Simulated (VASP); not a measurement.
The system is Li2P.

```
Li P
1.0
     4.33424    0.00000    0.00000
     0.00000    5.28991    0.00000
     0.00000    0.00000    3.30232
Li P
4 2
Cartesian
  0.8686 2.0033 0.0000
  3.4657 3.2866 0.0000
  3.0357 0.6417 1.6512
  1.2985 4.6482 1.6512
  0.0000 0.0000 0.0000
  2.1671 2.6450 1.6512
```

| Item | Value |
| --- | --- |
| Program | VASP 6.6.1 |
| Task | relaxation of cell and atoms |
| Functional | PBE |
| Potentials or basis | VASP PAW PBE potentials, release 64 (Li_sv, P) |
| Cutoff | 600 eV |
| k mesh | 4 × 4 × 6 |
| Occupations | gaussian, width 0.1 eV |
| Spin | no spin polarisation |

At the start: pressure 21.0 GPa; volume 12.62 Å³/atom.

Q: Where does the relaxation end?

A: Over 15 steps the energy falls by 542.2 meV/atom and the volume is 16.97 Å³/atom (+34.5 %); space group Pnnm (No. 58, to 0.05 Å).

The path:
```
step  energy change (eV)  largest force (eV/Å)  pressure (GPa)  volume (Å³)
   1              0.0000                0.1920           21.03        75.71
   2             -1.4771                0.4097            4.57        95.33
   3             -1.6394                0.5193            0.68       104.31
   4             -1.6489                0.5483           -0.29       107.17
   5             -1.7859                0.4592           -0.39       107.86
   6             -2.2379                0.4267           -1.04       109.49
   7             -2.8824                0.5124           -2.54       110.69
   8             -3.0499                0.4236           -0.61       103.76
   9             -3.0626                0.3732            0.35       101.19
  10             -3.1327                0.1217            0.69       100.53
  11             -3.1509                0.0967            1.07        99.97
  12             -3.2121                0.1066           -0.15       102.52
  13             -3.2282                0.1235           -1.42       105.06
  14             -3.2292                0.1197           -1.11       104.45
  15             -3.2530                0.0207           -0.15       101.84
```

Final structure:
```
Li P
1.0
     5.45311    0.00000    0.00000
     0.00000    6.66618    0.00000
     0.00000    0.00000    2.80159
Li P
4 2
Direct
  0.22224 0.30754 0.00000
  0.77776 0.69246 0.00000
  0.72224 0.19246 0.50000
  0.27776 0.80754 0.50000
  0.00000 0.00000 0.00000
  0.50000 0.50000 0.50000
```

Caveat: the k points lie up to 0.37 Å⁻¹ apart in the final cell; the cutoff is under 1.25 times the usual one of these potentials, so pressure, stress and relaxed cells hold a basis-set (Pulay) error; the volume moved by over 15 % at a fixed basis, so the end points are rough.
